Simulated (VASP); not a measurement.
Al2O3, 5 atoms in the cell. The structure is trigonal, space group P-3m1 (No. 164). Conventional cell: a = 2.864 Å, b = 2.864 Å, c = 6.833 Å, α = 90.00°, β = 90.00°, γ = 120.00°. Within 2.4 Å of Al (site symmetry 3m) lie 6 O at 1.78 to 2.14 Å. O (site symmetry -3m) has 6 Al at 2.14 Å and 6 O at 2.62 Å within 2.8 Å. O (site symmetry 3m) has 3 Al at 1.78 Å within 2.4 Å. 

* Program: VASP 6.6.1
* Task: single point
* Functional: HSE06
* Potentials or basis: VASP PAW PBE potentials, release 64 (Al, O)
* Cutoff: 520 eV
* k mesh: 6 × 6 × 2
* Occupations: gaussian, width 0.01 eV
* Spin: no spin polarisation
* Dipole correction: no
* Grid for exact exchange (PRECFOCK): Fast
* Further INCAR settings: ALGO = Normal; EDIFF = 1e-07; NBANDS = 20
* Screening parameter: 0.2079 1/Å

Potentials or basis: VASP PAW PBE potentials, release 64 (Al, O).

Run with:

```sh
$ cat potpaw_PBE.64/Al/POTCAR potpaw_PBE.64/O/POTCAR > POTCAR
$ cp INCAR.step1 INCAR
$ mpirun -np 1 vasp_std > vasp.out
$ cp INCAR.step2 INCAR
$ mpirun -np 1 vasp_std > vasp.out
```

Hardware: 1 thread of Intel(R) Xeon(R) 6975P-C (Granite Rapids), with other jobs on the host.

Estimate the wall time of this run.

Wall time 4.4 min on 1 thread of Intel(R) Xeon(R) 6975P-C (Granite Rapids), on a shared host, peak memory 0.26 GiB. Counts: k points 14.
